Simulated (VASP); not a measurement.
Wanted: the native input for a VASP 6.6.1 run.

| Property | Result |
| --- | --- |
| Task | single point |
| Functional | r2SCAN |
| Potentials or basis | VASP PAW PBE potentials, release 64 (Zn) |
| Cutoff | 520 eV |
| k mesh | 11 × 11 × 5 |
| Occupations | fermi-dirac, width 0.05 eV |
| Spin | no spin polarisation |
| Dipole correction | no |
| Further INCAR settings | ALGO = Normal; EDIFF = 1e-06; NBANDS = 19 |

Crystal: Zn.

```
CELL_PARAMETERS angstrom
2.67308 0.00000 0.00000
-1.33654 2.31495 0.00000
0.00000 0.00000 4.56451
ATOMIC_POSITIONS crystal
Zn 0.33333 0.66667 0.25000
Zn 0.66667 0.33333 0.75000
```

These files were run (other wordings do the same):

POSCAR

```
Zn
1.0
    2.6730754323      0.0000000000      0.0000000000
   -1.3365377162      2.3149512306      0.0000000000
    0.0000000000      0.0000000000      4.5645113846
Zn
2
Direct
    0.3333333333      0.6666666667      0.2500000000
    0.6666666667      0.3333333333      0.7500000000
```

INCAR.step1

```
SYSTEM = Zn
ALGO = Normal
EDIFF = 1E-4
ENCUT = 520
GGA = PE
ISMEAR = -1
LASPH = .TRUE.
LCHARG = .FALSE.
LREAL = .FALSE.
LWAVE = .TRUE.
NBANDS = 19
NELM = 80
PREC = Accurate
SIGMA = 0.05
```

INCAR.step2

```
SYSTEM = Zn
ALGO = Normal
EDIFF = 1E-6
ENCUT = 520
ISIF = 2
ISMEAR = -1
ISTART = 1
LASPH = .TRUE.
LCHARG = .TRUE.
LELF = .TRUE.
LMIXTAU = .TRUE.
LREAL = .FALSE.
LVHAR = .TRUE.
LWAVE = .FALSE.
METAGGA = R2SCAN
NBANDS = 19
NELM = 80
PREC = Accurate
SIGMA = 0.05
```

KPOINTS

```
k-points
0
G
  11 11 5
  0 0 0
```

Potentials or basis: VASP PAW PBE potentials, release 64 (Zn).

Run with:

```bash
$ cat potpaw_PBE.64/Zn/POTCAR > POTCAR
$ cp INCAR.step1 INCAR
$ mpirun -np 1 vasp_std > vasp.out
$ cp INCAR.step2 INCAR
$ mpirun -np 1 vasp_std > vasp.out
```

It gave:

The pressure is 0.5 GPa and the band gap on the k mesh is zero (band 12 reaches 4.88 eV, above the bottom of band 13 at 1.59 eV).

Caveat: the PAW data sets were made with another functional, which shifts forces and pressure a little.

Wall time 2.1 min on 1 thread of AMD EPYC 7R43 64-Core Processor (Zen 3) (shared host), peak memory 0.11 GiB.
